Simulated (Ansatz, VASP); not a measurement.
This is a calculation of BP for VASP 6.6.1.

File INCAR:

```
PREC     = Accurate       # precision mode
ENCUT    = 520            # plane-wave cutoff, eV
EDIFF    = 1E-8           # SCF threshold, eV
ISMEAR   = -1             # smearing method
SIGMA    = 0.05           # smearing width, eV
LREAL    = False          # projectors in reciprocal space
LASPH    = True           # aspherical terms in the spheres
NELM     = 100            # most SCF steps
ALGO     = Normal         # electronic algorithm
ISIF     = 2              # what is computed and relaxed
LWAVE    = False          # write WAVECAR
LCHARG   = False          # write CHGCAR
GGA      = PE             # functional
LEFG     = True         
NBANDS   = 11             # bands
```

KPOINTS

```
Automatic mesh
0
Gamma
  10 10 10
```

Contents of POSCAR:

```
BP
1.0
    0.0000000000      2.2690000000      2.2690000000
    2.2690000000      0.0000000000      2.2690000000
    2.2690000000      2.2690000000      0.0000000000
P B
1 1
Direct
    0.7500000000      0.7500000000      0.7500000000
    0.0000000000      0.0000000000      0.0000000000
```

Potentials or basis: VASP PAW PBE potentials, release 64 (P, B).

Run with:

```bash
$ cat potpaw_PBE.64/P/POTCAR potpaw_PBE.64/B/POTCAR > POTCAR
$ mpirun -np 1 vasp_std > vasp.out
```

Task: Translate it to Ansatz 0.2.0. Potentials there: all-electron PAW datasets made for the crystal.

Result: As run (the cutoff follows the program's own potentials):

File input.yaml:

```yaml
crystal:
  lattice:
    - [0.0, 2.269, 2.269]
    - [2.269, 0.0, 2.269]
    - [2.269, 2.269, 0.0]
  atoms:
    - { symbol: P, position: [0.75, 0.75, 0.75] }
    - { symbol: B, position: [0.0, 0.0, 0.0] }
kpoints:
  mp_grid: { grid: [10, 10, 10] }
scf:
  occupations: { method: fermi_dirac, width: 0.05 }
hamiltonian:
  xc: pbe
  pseudopotentials: { kind: all_electron, datasets: crystal }
output:
  forces: true
  stress: true
  eigenvalues: true
  efg: {}
```

Potentials or basis: all-electron PAW datasets made for the crystal.

Launch:

```console
$ ansatz run input.yaml --threads 1 --pin off --max-ram 3072MiB --backend cpu --events-out ev --progress --plain --runs-dir out
```

Both were run:

|  | VASP | Ansatz | Ansatz less VASP |
| --- | --- | --- | --- |
| gap on the k mesh at the Fermi level (eV) | 1.24 | 1.25 | +0.007 |
| least direct gap on the mesh (eV) | 3.40 | 3.41 | +0.006 |
| pressure (GPa) | 0.9 | 1.1 | +0.18 |

Ansatz ran all-electron here, and VASP with PAW potentials.
